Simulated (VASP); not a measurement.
Set up this calculation in VASP 6.6.1, as the native input.

| Property | Result |
| --- | --- |
| Task | single point |
| Functional | PBE |
| Potentials or basis | VASP PAW PBE potentials, release 64 (Si, F_h) |
| Cutoff | 910 eV |
| k mesh | 4 × 4 × 4 |
| Occupations | gaussian, width 0.1 eV |
| Spin | collinear spin |
| Starting moments | [0.0, 0.0, 0.0, 1.0, 1.0, 1.0, 1.0] μB |
| Dipole correction | no |
| Further INCAR settings | ALGO = Normal; EDIFF = 1e-06; NBANDS = 33 |

The structure of Si3F4 lies in POSCAR:

```
Si3F4
1.0
    0.0000000000      3.7141017400      3.7141017400
    3.7141017400      0.0000000000      3.7141017400
    3.7141017400      3.7141017400      0.0000000000
Si F
3 4
Direct
    0.7500000000      0.7500000000      0.7500000000
    0.0000000000      0.0000000000      0.0000000000
    0.5000000000      0.5000000000      0.5000000000
    0.2016145000      0.2016145000      0.2016145000
    0.2016145000      0.2016145000      0.3951565000
    0.2016145000      0.3951565000      0.2016145000
    0.3951565000      0.2016145000      0.2016145000
```

The cell was built from a structure type or drawn by symmetry, and may not be a known phase.

These files were run (other wordings do the same):

INCAR

```
ALGO = Normal
EDIFF = 1E-6
ENCUT = 910
GGA = PE
GGA_COMPAT = F
ISIF = 2
ISMEAR = 0
ISPIN = 2
LASPH = T
LCHARG = T
LELF = T
LORBIT = 11
LREAL = F
LVHAR = T
LWAVE = F
MAGMOM = 0 0 0 1 1 1 1
NBANDS = 33
NELM = 200
PREC = Accurate
SIGMA = 0.1
```

KPOINTS

```
k-points
0
Gamma
  4 4 4
```

Potentials or basis: VASP PAW PBE potentials, release 64 (Si, F_h).

Run with:

```sh
$ cat potpaw_PBE.64/Si/POTCAR potpaw_PBE.64/F_h/POTCAR > POTCAR
$ mpirun -np 1 vasp_std > vasp.out
```

Results of the run:

```
Pressure                                              : 260.0 GPa
Largest force                                         : 205.064 eV/Å
Band gap on the k mesh                                : zero (filled and empty bands overlap)
Net moment                                            : 0.00 μB per cell
Valence electrons inside the program's atomic spheres : Si 1.47, 1.50 (each value once); F 5.03
```

Caveat: the k points lie up to 0.37 Å⁻¹ apart, too coarse for converged energies and pressures of a metal; the cutoff is under 1.25 times the usual one of these potentials, so pressure, stress and relaxed cells hold a basis-set (Pulay) error; forces of over 1 eV/Å act on the atoms, so gaps and moduli don't describe the material at rest.

Run time: 5.4 min on 1 thread of Intel(R) Xeon(R) Platinum 8259CL CPU @ 2.50GHz (Skylake/Cascade Lake), on a shared host, peak memory 0.52 GiB.
